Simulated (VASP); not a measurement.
A run of VASP 6.6.1 is set up as follows.

The input POSCAR:

```
TiAl
1.0
    3.0762052759      0.0000000000      0.0000000000
    0.0000000000      3.0762052759      0.0000000000
    0.0000000000      0.0000000000      3.1237754606
Ti Al
1 1
Direct
    0.0000000000      0.0000000000      0.0000000000
    0.5000000000      0.5000000000      0.5000000000
```

Contents of INCAR.step1:

```
SYSTEM = TiAl
PREC = Accurate ; ENCUT = 520
ISMEAR = 0 ; SIGMA = 0.15
LREAL = .FALSE. ; LASPH = .TRUE.
NELM = 80 ; NBANDS = 14
GGA = PE ; ALGO = Normal
EDIFF = 1E-4 ; LWAVE = .TRUE.
LCHARG = .FALSE.
```

Contents of INCAR.step2:

```
SYSTEM = TiAl
PREC = Accurate ; ENCUT = 520
EDIFF = 1E-6 ; ISMEAR = 0
SIGMA = 0.15 ; LREAL = .FALSE.
LASPH = .TRUE. ; NELM = 80
ALGO = Normal ; ISIF = 2
LWAVE = .FALSE. ; LCHARG = .FALSE.
METAGGA = R2SCAN ; LMIXTAU = .TRUE.
NBANDS = 14 ; ISTART = 1
```

The input KPOINTS:

```
Automatic mesh
0
G
  20 20 20
  0 0 0
```

Potentials or basis: VASP PAW PBE potentials, release 64 (Ti_sv, Al).

The run is started by

```bash
$ cat potpaw_PBE.64/Ti_sv/POTCAR potpaw_PBE.64/Al/POTCAR > POTCAR
$ cp INCAR.step1 INCAR
$ mpirun -np 1 vasp_std > vasp.out
$ cp INCAR.step2 INCAR
$ mpirun -np 1 vasp_std > vasp.out
```

Predict the pressure.

10.8 GPa.

Stress tensor (GPa, compression positive):
```
10.65  0.00  0.00
 0.00 10.65  0.00
 0.00  0.00 11.11
```

Caveat: the cell differs from its parent crystal (strain -0.030 along x and y, -0.015 along z); the PAW data sets were made with another functional, which shifts forces and pressure a little.
